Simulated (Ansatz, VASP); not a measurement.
One calculation of Fe, two programs

```
Fe
1.0
    -1.41500    1.41500    1.41500
     1.41500   -1.41500    1.41500
     1.41500    1.41500   -1.41500
Fe
1
Direct
  0.00000 0.00000 0.00000
```

Alike in both runs: task single point; functional PBE; k mesh 6 × 6 × 6; occupations fermi-dirac, width 0.1 eV; collinear spin.

|  | VASP | Ansatz |
| --- | --- | --- |
| version | VASP 6.6.1 | Ansatz 0.2 development build |
| potentials or method | VASP PAW PBE potentials, release 64 (Fe), cutoff 600 eV | all-electron full-potential LAPW, scalar-relativistic |

VASP gave:

| Quantity | Value |
| --- | --- |
| net moment per atom (μB) | 2.21 |
| size of the moment on the site where the two differ most (μB) | 2.21 |

**Question.** Estimate Ansatz's values.

**Answer.** net moment per atom (μB): 2.21; size of the moment on the site where the two differ most (μB): 2.27.

Site moments also hang on the region over which each program counts them. Ansatz ran all-electron here, and VASP with PAW potentials.

The k mesh is coarse, so the values compare programs but aren't converged.
